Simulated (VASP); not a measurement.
# Hf2S (CdCl2 type) (R-3m) in VASP: single point with PBEsol

Aim: the single point of Hf2S (CdCl2 type) with PBEsol.

Everything below comes from runs of VASP 6.6.1. Logs are shortened: lines on timing, memory, paths and dates and some standing lists are left out, and cuts for length are marked.

**1. The cell of the first run**

It takes space group R-3m (No. 166, trigonal). The conventional cell has a = 3.295 Å, b = 3.295 Å, c = 17.949 Å, α = 90.00°, β = 90.00°, γ = 120.00°. Within 3.4 Å of S (site symmetry -3m) lie 6 Hf at 2.60 Å and 6 S at 3.29 Å. Within 3.4 Å of Hf (site symmetry 3m) lie 3 S at 2.60 Å and 9 Hf at 3.09 to 3.29 Å.

**2. Single point, PBEsol**

POSCAR reads:

```
Hf2S
1.0
    1.6473768322     -0.9511134575      5.9828987520
    0.0000000000      1.9022269150      5.9828987520
   -1.6473768322     -0.9511134575      5.9828987520
S Hf
1 2
Direct
    0.0000000000      0.0000000000      0.0000000000
    0.2345701192      0.2345701192      0.2345701192
    0.7654298808      0.7654298808      0.7654298808
```

INCAR.step1 reads:

```
  PREC = Accurate
  ENCUT = 520
  EDIFF = 1E-7
  ISMEAR = -1
  SIGMA = 0.05
  LREAL = False
  LASPH = True
  NELM = 60
  ALGO = Normal
  ISIF = 2
  LWAVE = False
  LCHARG = True
  LMAXMIX = 4
  GGA = PS
  NBANDS = 20
```

KPOINTS.step1 reads:

```
Automatic mesh
0
Gamma
  12 12 12
```

INCAR.step2 reads:

```
  PREC = Accurate
  ENCUT = 520
  EDIFF = 1E-7
  ISMEAR = -5
  SIGMA = 0.05
  LREAL = False
  LASPH = True
  NELM = 60
  ALGO = Normal
  ISIF = 2
  LWAVE = False
  LCHARG = False
  LMAXMIX = 4
  GGA = PS
  LORBIT = 11
  NBANDS = 20
  NEDOS = 1001
  ICHARG = 11
```

KPOINTS.step2 reads:

```
Automatic mesh
0
Gamma
  18 18 18
```

Potentials or basis: VASP PAW PBE potentials, release 64 (S, Hf_pv).

Started as:

```console
cat potpaw_PBE.64/S/POTCAR potpaw_PBE.64/Hf_pv/POTCAR > POTCAR
cp INCAR.step1 INCAR
cp KPOINTS.step1 KPOINTS
mpirun -np 1 vasp_std > vasp.out
cp INCAR.step2 INCAR
cp KPOINTS.step2 KPOINTS
mpirun -np 1 vasp_std > vasp.out
```

OUTCAR:

```text
PREC = Accurate
   ENCUT = 520
   EDIFF = 1E-7
   ISMEAR = -5
   LREAL = False
   LASPH = True
   NELM = 60
   ISIF = 2
   GGA = PS
   LORBIT = 11
   ICHARG = 11

 ion  position               nearest neighbor table
   1  0.000  0.000  0.000-   3 2.60   2 2.60   3 2.60   2 2.60   3 2.60   2 2.60
   2  0.235  0.235  0.235-   1 2.60   1 2.60   1 2.60   3 3.09   3 3.09   3 3.09
   3  0.765  0.765  0.765-   1 2.60   1 2.60   1 2.60   2 3.09   2 3.09   2 3.09

  LATTYP: Found a trigonal (rhomboedric) cell.
 ALAT       =     6.2780207640
 COS(alpha) =     0.8622884368

  Lattice vectors:

 A1 = (   1.6473768322,  -0.9511134575,   5.9828987520)
 A2 = (   0.0000000000,   1.9022269150,   5.9828987520)
 A3 = (  -1.6473768322,  -0.9511134575,   5.9828987520)

Analysis of symmetry for initial positions (statically):
=====================================================================
 Subroutine PRICEL returns:
 Original cell was already a primitive cell.

 Routine SETGRP: Setting up the symmetry group for a
 trigonal (rhombohedral) supercell.

 Subroutine GETGRP returns: Found 12 space group operations
 (whereof 12 operations were pure point group operations)
 out of a pool of 12 trial point group operations.

The static configuration has the point symmetry D_3d.

Analysis of symmetry for dynamics (positions and initial velocities):
=====================================================================
 Subroutine PRICEL returns:
 Original cell was already a primitive cell.

 Routine SETGRP: Setting up the symmetry group for a
 trigonal (rhombohedral) supercell.

 Subroutine GETGRP returns: Found 12 space group operations
 (whereof 12 operations were pure point group operations)
 out of a pool of 12 trial point group operations.

The dynamic configuration has the point symmetry D_3d.

 Subroutine INISYM returns: Found 12 space group operations
 (whereof 12 operations are pure point group operations),
 and found     1 'primitive' translations

----------------------------------------------------------------------------------------

                                     Primitive cell

  volume of cell :      56.2456

  direct lattice vectors                    reciprocal lattice vectors
     1.647376832 -0.951113457  5.982898752     0.303512827 -0.175233213  0.055714353
     0.000000000  1.902226915  5.982898752     0.000000000  0.350466425  0.055714353
    -1.647376832 -0.951113457  5.982898752    -0.303512827 -0.175233213  0.055714353

  length of vectors
     6.278020764  6.278020764  6.278020764     0.354867305  0.354867305  0.354867305

  position of ions in fractional coordinates (direct lattice)
     0.000000000  0.000000000  0.000000000
     0.234570119  0.234570119  0.234570119
     0.765429881  0.765429881  0.765429881

  ion indices of the primitive-cell ions
   primitive index   ion index
                 1           1
                 2           2
                 3           3

----------------------------------------------------------------------------------------

 KPOINTS: Automatic mesh

Automatic generation of k-mesh.
 Grid dimensions read from file:
 generate k-points for:   18   18   18

 Generating k-lattice:

  Cartesian coordinates                     Fractional coordinates (reciprocal lattice)
     0.016861824 -0.009735178  0.003095242     0.055555556  0.000000000 -0.000000000
     0.000000000  0.019470357  0.003095242     0.000000000  0.055555556  0.000000000
    -0.016861824 -0.009735178  0.003095242    -0.000000000  0.000000000  0.055555556

  Length of vectors
     0.019714850  0.019714850  0.019714850

  Shift w.r.t. Gamma in fractional coordinates (k-lattice)
     0.000000000  0.000000000  0.000000000

 TETIRR: Found   2916 inequivalent tetrahedra from    34992

 Subroutine IBZKPT returns following result:
 ===========================================

 Found    580 irreducible k-points:

 Following reciprocal coordinates:
            Coordinates               Weight
  0.000000  0.000000  0.000000      1.000000
  0.055556 -0.000000 -0.000000      6.000000
  0.111111 -0.000000 -0.000000      6.000000
  0.166667 -0.000000  0.000000      6.000000
  0.222222  0.000000 -0.000000      6.000000
  0.277778 -0.000000 -0.000000      6.000000
[... 16 lines left out ...]
 -0.277778  0.055556 -0.000000     12.000000
 -0.222222  0.055556  0.000000     12.000000
 [... further k-points ...]
   k-points           NKPTS =    580   k-points in BZ     NKDIM =    580   number of bands    NBANDS=     20
   number of dos      NEDOS =   1001   number of ions     NIONS =      3
   total plane-waves  NPLWV = 110592
   dimension x,y,z NGX =    48 NGY =   48 NGZ =   48
   dimension x,y,z NGXF=    96 NGYF=   96 NGZF=   96
   ions per type =               1   2
   NGX,Y,Z   is equivalent  to a cutoff of  12.71, 12.71, 12.71 a.u.
   NGXF,Y,Z  is equivalent  to a cutoff of  25.42, 25.42, 25.42 a.u.
 SYSTEM =  unknown system
   PREC   = accura    normal or accurate (medium, high low for compatibility)
   ISTART =      0    job   : 0-new  1-cont  2-samecut
   ICHARG =     11    charge: 1-file 2-atom 10-const
   ISPIN  =      1    spin polarized calculation?
   LNONCOLLINEAR =      F non collinear calculations
   LSORBIT =      F    spin-orbit coupling
   LASPH  =      T    aspherical Exc in radial PAW
   ENCUT  =  520.0 eV  38.22 Ry    6.18 a.u.  11.67 11.67 11.67*2*pi/ulx,y,z
   NELM   =     60;   NELMIN=  2; NELMDL=  0     # of ELM steps
   EDIFF  = 0.1E-06   stopping-criterion for ELM
   LREAL  =      F    real-space projection
   EDIFFG = 0.1E-05   stopping-criterion for IOM
   NSW    =      0    number of steps for IOM
   IBRION =     -1    ionic relax: 0-MD 1-quasi-New 2-CG
   NFREE  =      0    steps in history (QN), initial steepest desc. (CG)
   ISIF   =      2    stress and relaxation
   ISYM   =      2    0-nonsym 1-usesym 2-fastsym
   POTIM  = 0.5000    time-step for ionic-motion
   TEBEG  =    0.0;   TEEND  =   0.0 temperature during run
   PSTRESS=    0.0 pullay stress
   NELECT =      26.0000    total number of electrons
   NUPDOWN=      -1.0000    fix difference up-down
   EMIN   =  10.00;   EMAX   =-10.00  energy-range for DOS
   EFERMI =   0.00;   METHOD = LEGACY
   ISMEAR =    -5;   SIGMA  =   0.05  broadening in eV -4-tet -1-fermi 0-gaus
   EFERMI_NEDOS =   21; number of points for ismear=-14 and -15
   IALGO  =     38    algorithm
   IMIX   =      4    mixing-type and parameters
     AMIX     =   0.40;   BMIX     =  1.00
     AMIX_MAG =   1.60;   BMIX_MAG =  1.00
  volume/ion in A,a.u.               =      18.75       126.52
  Fermi-wavevector in a.u.,A,eV,Ry     =   1.265814  2.392042 21.800411  1.602285
  Thomas-Fermi vector in A             =   2.399047
   LORBIT       =     11    0 simple, 1 ext, 2 COOP (PROOUT), +10 PAW based schemes
   GGA     = PS    functional components
   LHFCALC =     F    Hartree Fock is set to
   AEXX    =    0.0000 exact exchange contribution
   IVDW    =     0    specifies the selected vdW correction
   LEPSILON=     F    determine dielectric tensor
   LRPA    =     F    only Hartree local field effects (RPA)
 non-spin polarized calculation
 Fermi weights with tetrahedron method with Bloechl corrections
  energy-cutoff  :      520.00
  volume of cell :       56.25
 maximum number of plane-waves:      1533

 number of electron      26.0000002 magnetization

 Free energy of the ion-electron system (eV)
  ---------------------------------------------------
  ext. energy  EPLUGINS =         0.00000000
  ---------------------------------------------------
  free energy    TOTEN  =       -28.21358580 eV

  energy without entropy =      -28.21358580  energy(sigma->0) =      -28.21358580

 E-fermi :   6.5269     XC(G=0): -11.6367

 val. band max:        6.5339059600   @ k =   0.2778   0.2222   0.1111
 cond. band min:       6.4939998804   @ k =   0.5000  -0.0000  -0.0000
 fundamental gap:     -0.0399060796
 Fermi energy:         6.5269354942

 k-point     1 :       0.0000    0.0000    0.0000
  band No.  band energies     occupation
      1     -24.5815      2.00000
      2     -24.0653      2.00000
      3     -24.0630      2.00000
      4     -24.0630      2.00000
      5     -23.9806      2.00000
      6     -23.9806      2.00000
[... 12 lines left out ...]
     19       8.8508      0.00000
     20      11.5577      0.00000

 k-point     2 :       0.0556   -0.0000   -0.0000
  band No.  band energies     occupation
      1     -24.5758      2.00000
      2     -24.0986      2.00000
      3     -24.0669      2.00000
      4     -24.0445      2.00000
      5     -23.9949      2.00000
      6     -23.9831      2.00000
[... 12 lines left out ...]
     19       9.0202      0.00000
     20      11.0536      0.00000

 k-point     3 :       0.1111   -0.0000   -0.0000
  band No.  band energies     occupation
      1     -24.5593      2.00000
      2     -24.1491      2.00000
      3     -24.0780      2.00000
      4     -24.0420      2.00000
      5     -24.0304      2.00000
      6     -23.9904      2.00000
[... 12 lines left out ...]
     19       9.3190      0.00000
     20      10.7800      0.00000

 k-point     4 :       0.1667   -0.0000    0.0000
  band No.  band energies     occupation
      1     -24.5340      2.00000
      2     -24.2138      2.00000
      3     -24.0983      2.00000
      4     -24.0949      2.00000
      5     -24.0362      2.00000
      6     -24.0017      2.00000
[... 12 lines left out ...]
     19       9.7775      0.00000
     20      10.6531      0.00000

 k-point     5 :       0.2222    0.0000   -0.0000
  band No.  band energies     occupation
      1     -24.5037      2.00000
      2     -24.2875      2.00000
      3     -24.1685      2.00000
      4     -24.1152      2.00000
      5     -24.0447      2.00000
      6     -24.0157      2.00000
[... 12 lines left out ...]
     19      10.3679      0.00000
     20      10.5728      0.00000

 k-point     6 :       0.2778   -0.0000   -0.0000
  band No.  band energies     occupation
      1     -24.4766      2.00000
      2     -24.3627      2.00000
      3     -24.2336      2.00000
      4     -24.1366      2.00000
      5     -24.0592      2.00000
      6     -24.0309      2.00000
[... 12 lines left out ...]
     19      10.4518      0.00000
     20      11.0541      0.00000

 k-point     7 :       0.3333    0.0000   -0.0000
  band No.  band energies     occupation
      1     -24.4691      2.00000
      2     -24.4290      2.00000
      3     -24.2725      2.00000
      4     -24.1563      2.00000
      5     -24.0792      2.00000
      6     -24.0452      2.00000
[... 12 lines left out ...]
     19      10.5212      0.00000
     20      11.6715      0.00000
[... 277 lines left out ...]
 k-point    20 :      -0.4444    0.0556    0.0000
  band No.  band energies     occupation
      1     -24.5376      2.00000
      2     -24.4975      2.00000
      3     -24.2427      2.00000
      4     -24.2007      2.00000
      5     -24.1282      2.00000
      6     -24.0741      2.00000
[... 12 lines left out ...]
     19      12.0001      0.00000
     20      12.1744      0.00000

 k-point    21 :      -0.3889    0.0556    0.0000
  band No.  band energies     occupation
      1     -24.5144      2.00000
      2     -24.4810      2.00000
      3     -24.2649      2.00000
      4     -24.1886      2.00000
      5     -24.1109      2.00000
      6     -24.0679      2.00000
[... 12 lines left out ...]
     19      11.4099      0.00000
     20      12.0847      0.00000

 k-point    22 :      -0.3333    0.0556    0.0000
  band No.  band energies     occupation
      1     -24.4785      2.00000
      2     -24.4515      2.00000
      3     -24.2797      2.00000
      4     -24.1718      2.00000
      5     -24.0889      2.00000
      6     -24.0566      2.00000
[... 12 lines left out ...]
     19      10.7966      0.00000
     20      11.7233      0.00000

 k-point    23 :      -0.2778    0.0556   -0.0000
  band No.  band energies     occupation
      1     -24.4689      2.00000
      2     -24.3968      2.00000
      3     -24.2629      2.00000
      4     -24.1507      2.00000
      5     -24.0682      2.00000
      6     -24.0425      2.00000
[... 12 lines left out ...]
     19      10.4576      0.00000
     20      11.1843      0.00000

 k-point    24 :      -0.2222    0.0556    0.0000
  band No.  band energies     occupation
      1     -24.4885      2.00000
      2     -24.3265      2.00000
      3     -24.2124      2.00000
      4     -24.1263      2.00000
      5     -24.0508      2.00000
      6     -24.0276      2.00000
[... 12 lines left out ...]
     19      10.4673      0.00000
     20      10.6186      0.00000

 [... further k-points ...]

------------------------ aborting loop because EDIFF is reached ----------------------------------------

  FORCE on cell =-STRESS in cart. coord.  units (eV):
  Direction    XX          YY          ZZ          XY          YZ          ZX
  --------------------------------------------------------------------------------------
  -------------------------------------------------------------------------------------
  Total       -0.1697699     -0.1697699     -0.2553847     -0.0000000     -0.0000000     -0.0000000
  in kB       -4.8359645     -4.8359645     -7.2747364     -0.0000000     -0.0000000     -0.0000000
  external PRESSURE =      -5.6488884 kB  Pullay stress =       0.0000000 kB

 VOLUME and BASIS-vectors are now :
 -----------------------------------------------------------------------------
  energy-cutoff  :      520.00
  volume of cell :       56.25
      direct lattice vectors                 reciprocal lattice vectors
     1.647376832 -0.951113457  5.982898752     0.303512827 -0.175233213  0.055714353
     0.000000000  1.902226915  5.982898752     0.000000000  0.350466425  0.055714353
    -1.647376832 -0.951113457  5.982898752    -0.303512827 -0.175233213  0.055714353

 POSITION                                       TOTAL-FORCE (eV/Angst)
 -----------------------------------------------------------------------------------
      0.00000      0.00000      0.00000        -0.000000      0.000000      0.000000
      0.00000      0.00000      4.21023         0.000000      0.000000     -0.009278
      0.00000      0.00000     13.73847         0.000000      0.000000      0.009278
 -----------------------------------------------------------------------------------
    total drift:                               -0.000000      0.000000      0.000000

  FREE ENERGIE OF THE ION-ELECTRON SYSTEM (eV)
  ---------------------------------------------------
  free  energy   TOTEN  =       -28.2135858022 eV

  energy  without entropy=      -28.2135858022  energy(sigma->0) =      -28.21358580

 total charge

# of ion       s       p       d       tot
------------------------------------------
    1        1.306   2.482   0.000   3.788
    2        0.345   6.399   1.611   8.355
    3        0.345   6.399   1.611   8.355
--------------------------------------------------
tot          1.997  15.279   3.222  20.498
```

Wall time 37 min (1 thread of Intel Xeon 8259CL, shared host); peak memory 0.78 GiB.

What came out:

```yaml
Valence_electrons_inside_the_program's_atomic_spheres: S 3.79; Hf 8.36
```

Levels at points of the mesh, in eV from the Fermi level:
```tsv
k point	band 9	band 10	band 11	band 12	band 13	band 14	band 15	band 16	band 17	band 18
(0.00, 0.00, 0.00)	-4.71	-3.14	-3.14	-0.31	0.36	0.63	0.63	2.03	2.03	2.32
(0.50, 0.00, 0.00)	-5.99	-3.96	-2.95	-1.36	-0.88	-0.03	1.04	3.14	4.13	4.98
(0.50, 0.50, 0.00)	-5.82	-4.11	-2.74	-1.59	-0.61	1.32	2.14	2.83	3.07	3.87
(0.50, 0.50, 0.50)	-3.15	-3.01	-3.01	-1.69	0.43	0.43	1.43	1.43	1.49	2.74
```

Caveat: the PAW data sets were made with another functional, which shifts forces and pressure a little; spin-orbit coupling is left out, which moves the levels of the heavy elements; tetrahedron occupations give inexact forces and stress in metals.
